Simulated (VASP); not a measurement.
BaS: single point with PBE

Crystal: BaS.

```
Ba S
1.0
     0.00000    3.30815    3.17944
     3.30815    0.00000    3.17944
     3.30815    3.30815    0.00000
Ba S
1 1
Direct
  0.00000 0.00000 0.00000
  0.50000 0.50000 0.50000
```

This cell differs from its parent crystal: epitaxial xy strain +3.0%.

| Item | Value |
| --- | --- |
| Program | VASP 6.6.1 |
| Task | single point |
| Functional | PBE |
| Potentials or basis | VASP PAW PBE potentials, release 64 (Ba_sv, S) |
| Cutoff | 520 eV |
| k mesh | 4 × 4 × 4 |
| Occupations | gaussian, width 0.01 eV |
| Spin | no spin polarisation |

- Pressure: -1.1 GPa
- Band gap on the k mesh: 2.11 eV (least direct gap 2.29 eV)

Stress tensor (GPa, compression positive):
```
-1.99  0.00  0.00
 0.00 -1.99  0.00
 0.00  0.00  0.66
```

Levels at points of the mesh, in eV from the valence-band top:
| k point | band 6 | band 7 | band 8 | band 9 | band 10 | band 11 |
| --- | --- | --- | --- | --- | --- | --- |
| (0.00, 0.00, 0.00) | -0.11 | -0.11 | 0.00 | 3.16 | 3.69 | 3.69 |
| (0.50, 0.00, 0.00) | -1.88 | -1.06 | -1.04 | 5.24 | 5.40 | 5.95 |
| (0.50, 0.50, 0.00) | -0.54 | -0.29 | -0.29 | 2.11 | 5.58 | 5.74 |
| (0.50, 0.00, 0.50) | -0.72 | -0.27 | -0.15 | 2.14 | 5.39 | 5.83 |

Run time: 34 s on 1 thread of AMD EPYC 7R13, on a shared host, peak memory 0.17 GiB.

Caveat: the cell differs from its parent crystal (epitaxial xy strain +3.0%); spin-orbit coupling is left out, which moves the levels of the heavy elements. A k mesh can miss the band edges.
